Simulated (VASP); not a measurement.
Wanted: the native input for a VASP 6.6.1 run.

- Task: single point
- Functional: PBE
- Potentials or basis: VASP PAW PBE potentials, release 64 (Co, W_sv)
- Cutoff: 520 eV
- k mesh: 12 × 12 × 12
- Occupations: gaussian, width 0.15 eV
- Spin: no spin polarisation
- Dipole correction: no
- Further INCAR settings: ALGO = Fast; EDIFF = 1e-06; NBANDS = 34

The structure of CoW3 lies in POSCAR:

```
CoW3
1.0
    4.0941677610      0.0000000000      0.0000000000
    0.0000000000      4.0941677610      0.0000000000
    0.0000000000      0.0000000000      3.8992073914
Co W
1 3
Direct
    0.0000000000      0.0000000000      0.0000000000
    0.0000000000      0.5000000000      0.5000000000
    0.5000000000      0.0000000000      0.5000000000
    0.5000000000      0.5000000000      0.0000000000
```

This cell differs from its parent crystal: strain +0.050 along x and y, +0.000 along z.

These files were run (other wordings do the same):

INCAR

```
SYSTEM = CoW3
PREC = Accurate ; ENCUT = 520
EDIFF = 1E-6 ; ISMEAR = 0
SIGMA = 0.15 ; LREAL = .False.
LASPH = .True. ; NELM = 100
ALGO = Fast ; ISIF = 2
LWAVE = .False. ; LCHARG = .True.
GGA = PE ; LELF = .True.
LVHAR = .True. ; NBANDS = 34
```

KPOINTS

```
Automatic mesh
0
Gamma
  12 12 12
  0 0 0
```

Potentials or basis: VASP PAW PBE potentials, release 64 (Co, W_sv).

Run with:

```console
$ cat potpaw_PBE.64/Co/POTCAR potpaw_PBE.64/W_sv/POTCAR > POTCAR
$ mpirun -np 1 vasp_std > vasp.out
```

Results of the run:

| Property | Result |
| --- | --- |
| Pressure | -21.7 GPa |
| Band gap on the k mesh | zero (an odd number of electrons rules out a gap without spin polarisation) |

Caveat: the cell differs from its parent crystal (strain +0.050 along x and y, +0.000 along z); the cell stands under tension; spin-orbit coupling is left out, which moves the levels of the heavy elements; the run has no spin polarisation, though such a crystal can be magnetic.

Run time: 12 min on 1 thread of Intel Xeon 8259CL, with other jobs on the host, peak memory 0.45 GiB.
